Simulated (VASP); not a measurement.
A run of VASP 6.6.1:

INCAR

```
SYSTEM = Cu
PREC = Accurate
ENCUT = 600
EDIFF = 1E-7
ISMEAR = -1
SIGMA = 0.05
LREAL = .FALSE.
LASPH = .TRUE.
NELM = 80
ALGO = Normal
ISIF = 3
LWAVE = .FALSE.
LCHARG = .FALSE.
GGA = PS
IBRION = 2
NSW = 60
EDIFFG = -0.01
```

The input KPOINTS:

```
Automatic mesh
0
G
  13 13 13
  0 0 0
```

The input POSCAR:

```
Cu
1.0
   -1.4427933200      1.4427933200      1.3760814500
    1.4427933200     -1.4427933200      1.3760814500
    1.4427933200      1.4427933200     -1.3760814500
Cu
1
Direct
    0.0000000000      0.0000000000      0.0000000000
```

Potentials or basis: VASP PAW PBE potentials, release 64 (Cu).

Run with:

```bash
$ cat potpaw_PBE.64/Cu/POTCAR > POTCAR
$ mpirun -np 1 vasp_std > vasp.out
```

Hardware: 1 thread of Intel(R) Xeon(R) Platinum 8559C (Emerald Rapids) (shared host).

Problem. How long does it take, and how much memory?

Solution. Wall time 35 s on 1 thread of Intel(R) Xeon(R) Platinum 8559C (Emerald Rapids), with other jobs on the host, peak memory 0.14 GiB. Counts: scf iterations 26, k points 196, ion steps 3.
